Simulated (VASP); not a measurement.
Input of a VASP 6.6.1 run:

INCAR

```
SYSTEM = Zr2N
  ALGO = Normal
  EDIFF = 1E-6
  ENCUT = 520
  GGA = PS
  ISIF = 2
  ISMEAR = 0
  LASPH = .TRUE.
  LCHARG = .FALSE.
  LREAL = .FALSE.
  LWAVE = .FALSE.
  NBANDS = 38
  NELM = 80
  PREC = Accurate
  SIGMA = 0.15
```

KPOINTS

```
k-points
0
G
  10 10 16
  0 0 0
```

File POSCAR:

```
Zr2N
1.0
    5.2834199307      0.0000000000      0.0000000000
    0.0000000000      5.2834199307      0.0000000000
    0.0000000000      0.0000000000      3.3808209579
Zr N
4 2
Direct
    0.2962523428      0.2962523428      0.0000000000
    0.7037476572      0.7037476572      0.0000000000
    0.7962523428      0.2037476572      0.5000000000
    0.2037476572      0.7962523428      0.5000000000
    0.0000000000      0.0000000000      0.0000000000
    0.5000000000      0.5000000000      0.5000000000
```

Potentials or basis: VASP PAW PBE potentials, release 64 (Zr_sv, N).

The run is started by

```bash
$ cat potpaw_PBE.64/Zr_sv/POTCAR potpaw_PBE.64/N/POTCAR > POTCAR
$ mpirun -np 1 vasp_std > vasp.out
```

Question: What does it give for the band gap on the k mesh?

Answer: Zero (bands 29 and 30 overlap by 2.24 eV).

Question: What does it give for the pressure?

Answer: 0.0 GPa.

Question: What does it give for the largest force?

Answer: 0.100 eV/Å.

Forces on the atoms (eV/Å):
```
Zr  -0.071 -0.071  0.000
Zr   0.071  0.071  0.000
Zr  -0.071  0.071  0.000
Zr   0.071 -0.071  0.000
N    0.000  0.000  0.000
N    0.000  0.000  0.000
```

Caveat: the stress differs along the axes, from -8 to 4 GPa; the PAW data sets were made with another functional, which shifts forces and pressure a little.
